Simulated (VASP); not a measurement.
# Ti (P6/mmm) in VASP: notebook, part 2 of 2

VASP 6.6.1. Earlier steps stand in the parts before.

**4. Single point, PBE**

This run uses another cell than the first one, of 19.97 Å³/atom.

The input, INCAR:

```
SYSTEM = Ti
PREC = Accurate
ENCUT = 520
EDIFF = 1E-6
ISMEAR = 0
SIGMA = 0.15
LREAL = .FALSE.
LASPH = .TRUE.
NELM = 100
ALGO = Fast
ISIF = 2
LWAVE = .FALSE.
LCHARG = .FALSE.
GGA = PE
NBANDS = 25
```

The input, KPOINTS:

```
regular mesh
0
G
  12 12 14
  0 0 0
```

The input, POSCAR:

```
Ti
1.0
    4.6707000000      0.0000000000      0.0000000000
   -2.3353500000      4.0449448535      0.0000000000
    0.0000000000      0.0000000000      3.1716000000
Ti
3
Direct
    0.0000000000      0.0000000000      0.0000000000
    0.3333333333      0.6666666667      0.5000000000
    0.6666666667      0.3333333333      0.5000000000
```

Potentials or basis: VASP PAW PBE potentials, release 64 (Ti_sv).

Started as:

```bash
> cat potpaw_PBE.64/Ti_sv/POTCAR > POTCAR
> mpirun -np 1 vasp_std > vasp.out
```

OUTCAR:

```text
SYSTEM = Ti
   PREC = Accurate
   ENCUT = 520
   EDIFF = 1E-6
   ISMEAR = 0
   LREAL = .FALSE.
   LASPH = .TRUE.
   NELM = 100
   ISIF = 2
   GGA = PE

 ion  position               nearest neighbor table
   1  0.000  0.000  0.000-
   2  0.333  0.667  0.500-   3 2.70   3 2.70   3 2.70
   3  0.667  0.333  0.500-   2 2.70   2 2.70   2 2.70

  LATTYP: Found a hexagonal cell.
 ALAT       =     4.6707000000
 C/A-ratio  =     0.6790416854

  Lattice vectors:

 A1 = (   4.6707000000,   0.0000000000,   0.0000000000)
 A2 = (  -2.3353500000,   4.0449448535,   0.0000000000)
 A3 = (   0.0000000000,   0.0000000000,   3.1716000000)

Analysis of symmetry for initial positions (statically):
=====================================================================
 Subroutine PRICEL returns:
 Original cell was already a primitive cell.

 Routine SETGRP: Setting up the symmetry group for a
 hexagonal supercell.

 Subroutine GETGRP returns: Found 24 space group operations
 (whereof 24 operations were pure point group operations)
 out of a pool of 24 trial point group operations.

The static configuration has the point symmetry D_6h.

Analysis of symmetry for dynamics (positions and initial velocities):
=====================================================================
 Subroutine PRICEL returns:
 Original cell was already a primitive cell.

 Routine SETGRP: Setting up the symmetry group for a
 hexagonal supercell.

 Subroutine GETGRP returns: Found 24 space group operations
 (whereof 24 operations were pure point group operations)
 out of a pool of 24 trial point group operations.

The dynamic configuration has the point symmetry D_6h.

 Subroutine INISYM returns: Found 24 space group operations
 (whereof 24 operations are pure point group operations),
 and found     1 'primitive' translations

[... 112 lines left out ...]
   EFERMI_NEDOS =   21; number of points for ismear=-14 and -15
   IALGO  =     68    algorithm
   IMIX   =      4    mixing-type and parameters
     AMIX     =   0.40;   BMIX     =  1.00
     AMIX_MAG =   1.60;   BMIX_MAG =  1.00
  volume/ion in A,a.u.               =      19.97       134.79
  Fermi-wavevector in a.u.,A,eV,Ry     =   1.381395  2.610459 25.963361  1.908253
  Thomas-Fermi vector in A             =   2.506184
   LORBIT       =      0    0 simple, 1 ext, 2 COOP (PROOUT), +10 PAW based schemes
   GGA     = PE    functional components
   LHFCALC =     F    Hartree Fock is set to
   AEXX    =    0.0000 exact exchange contribution
   IVDW    =     0    specifies the selected vdW correction
   LEPSILON=     F    determine dielectric tensor
   LRPA    =     F    only Hartree local field effects (RPA)
 non-spin polarized calculation
 RMM-DIIS sequential band-by-band and
 Gauss-broadening in eV      SIGMA  =   0.15
  energy-cutoff  :      520.00
  volume of cell :       59.92
 maximum number of plane-waves:      1632
 NGX is ok and might be reduce to    36
   NGX = 17   NGY = 17   NGZ = 11

 number of electron      35.9999997 magnetization

 Free energy of the ion-electron system (eV)
  ---------------------------------------------------
  ext. energy  EPLUGINS =         0.00000000
  ---------------------------------------------------
  free energy    TOTEN  =       -22.99953074 eV

  energy without entropy =      -22.95593270  energy(sigma->0) =      -22.97773172

 E-fermi :   6.8788     XC(G=0): -10.8415

 val. band max:        6.8702810779   @ k =   0.2500   0.2500   0.0000
 cond. band min:       6.8824731838   @ k =   0.3333   0.1667   0.4286
 fundamental gap:      0.0121921059
 Fermi energy:         6.8787819571

 k-point     1 :       0.0000    0.0000    0.0000
  band No.  band energies     occupation
      1     -50.3837      2.00000
      2     -50.0389      2.00000
      3     -49.9025      2.00000
      4     -26.6558      2.00000
      5     -26.6558      2.00000
      6     -26.4350      2.00000
[... 661 lines left out ...]
     24       8.7418      0.00000
     25       8.8042      0.00000

 [... further k-points ...]

------------------------ aborting loop because EDIFF is reached ----------------------------------------

  FORCE on cell =-STRESS in cart. coord.  units (eV):
  Direction    XX          YY          ZZ          XY          YZ          ZX
  --------------------------------------------------------------------------------------
  -------------------------------------------------------------------------------------
  Total       -3.2373330     -3.2373330     -7.6023040      0.0000000      0.0000000      0.0000000
  in kB      -86.5615389    -86.5615389   -203.2744645      0.0000000      0.0000000      0.0000000
  external PRESSURE =    -125.4658474 kB  Pullay stress =       0.0000000 kB

 VOLUME and BASIS-vectors are now :
 -----------------------------------------------------------------------------
  energy-cutoff  :      520.00
  volume of cell :       59.92
      direct lattice vectors                 reciprocal lattice vectors
     4.670700000  0.000000000  0.000000000     0.214100670  0.123611080  0.000000000
    -2.335350000  4.044944853  0.000000000     0.000000000  0.247222159  0.000000000
     0.000000000  0.000000000  3.171600000     0.000000000  0.000000000  0.315298272

 POSITION                                       TOTAL-FORCE (eV/Angst)
 -----------------------------------------------------------------------------------
      0.00000      0.00000      0.00000        -0.000000      0.000000     -0.000000
     -0.00000      2.69663      1.58580         0.000000      0.000000      0.000000
      2.33535      1.34831      1.58580        -0.000000      0.000000     -0.000000
 -----------------------------------------------------------------------------------
    total drift:                                0.000000      0.000000     -0.000000

  FREE ENERGIE OF THE ION-ELECTRON SYSTEM (eV)
  ---------------------------------------------------
  free  energy   TOTEN  =       -22.9995307424 eV

  energy  without entropy=      -22.9559327037  energy(sigma->0) =      -22.97773172
```

It took 4.6 min on 1 thread of Intel Xeon 6975P-C (Granite Rapids), shared host; peak memory 0.29 GiB.

What came out:

- Free energy: -22.9995 eV
- Pressure: -12.5 GPa
- Band gap on the k mesh: zero (bands 18 and 19 overlap by 0.50 eV)

Stress tensor (GPa, compression positive):
```
 -8.66   0.00   0.00
  0.00  -8.66   0.00
  0.00   0.00 -20.33
```

Caveat: the cell stands under tension.

**5. Overview**

```tsv
cell	further INCAR settings	gap on the mesh (eV)	pressure (GPa)
a = 4.625, b = 4.625, c = 3.172 Å, angles 90.0, 90.0, 120.0°, 3 atoms	ALGO = Fast; EDIFF = 1e-07; NBANDS = 25	none	-11.3
a = 4.900, b = 4.900, c = 2.832 Å, angles 90.0, 90.0, 120.0°, 3 atoms	ALGO = Fast; EDIFF = 1e-06; NBANDS = 25	none	-11.6
a = 4.671, b = 4.671, c = 3.172 Å, angles 90.0, 90.0, 120.0°, 3 atoms	ALGO = Fast; EDIFF = 1e-06; NBANDS = 25	none	-12.5
```

Alike in all rows: task single point; level PBE; potentials or basis VASP PAW PBE potentials, release 64 (Ti_sv); no spin polarisation; k mesh 12 × 12 × 14; cutoff (eV) 520; smearing gaussian 0.15 eV.

Caveats: the cell stands under tension.

Total energies depend on the potentials used, so only differences within one code and one set of settings carry meaning.
